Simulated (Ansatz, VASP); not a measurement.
# PbSe: VASP beside Ansatz

INCAR

```
SYSTEM = PbSe
PREC = Accurate
ENCUT = 520
EDIFF = 1E-6
ISMEAR = 0
SIGMA = 0.03
LREAL = .False.
LASPH = .True.
NELM = 80
ALGO = Normal
ISIF = 2
LWAVE = .False.
LCHARG = .False.
GGA = PE
IVDW = 12
NBANDS = 17
```

Contents of KPOINTS:

```
Automatic mesh
0
Gamma
  10 10 10
  0 0 0
```

The input POSCAR:

```
PbSe
1.0
   -0.3373796071      3.2357771410      3.0670873374
    3.2357771410     -0.3373796071      3.0670873374
    2.8983975338      2.8983975338      0.0000000000
Pb Se
1 1
Direct
    0.0000000000      0.0000000000      0.0000000000
    0.5000000000      0.5000000000      0.5000000000
```

Input for Ansatz:

```yaml
crystal:
  lattice:
    - [-0.3373796071, 3.235777141, 3.0670873374]
    - [3.235777141, -0.3373796071, 3.0670873374]
    - [2.8983975338, 2.8983975338, 0.0]
  atoms:
    - { symbol: Pb, position: [0.0, 0.0, 0.0] }
    - { symbol: Se, position: [0.5, 0.5, 0.5] }
basis:
  ecutwfc: 420
kpoints:
  mp_grid: { grid: [10, 10, 10] }
hamiltonian:
  xc: pbe
  dispersion: d3bj
scf:
  occupations: { method: gaussian, width: 0.03 }
output:
  forces: true
  stress: true
  eigenvalues: true
```

Change from the starting cell: engineering shear strain xy -0.2200, equal normal strain along x and y +0.0550.

Alike in both runs: task single point; functional PBE; dispersion D3(BJ); k mesh 10 × 10 × 10; occupations gaussian, width 0.03 eV; no spin polarisation.

|  | VASP | Ansatz |
| --- | --- | --- |
| version | VASP 6.6.1 | Ansatz 0.2.0 |
| potentials or method | VASP PAW PBE potentials, release 64 (Pb_d, Se), cutoff 520 eV | scalar-relativistic, plane waves, PAW |
| valence electrons in the cell | 20 | 30 |

Ansatz gave:

```
pressure (GPa)                                                : -1.8
traceless stress, the component that is largest in VASP (GPa) : 3.25
```

**Question.** Which values does VASP return?

**Answer.** Pressure (GPa): -1.9; traceless stress, the component that is largest in VASP (GPa): 3.26.

VASP's potentials hold 20 valence electrons a cell and Ansatz's 30, so a difference there can come from the potentials and not from the codes. Ansatz's warnings: dispersion switch in reach.

Spin-orbit coupling is off throughout.
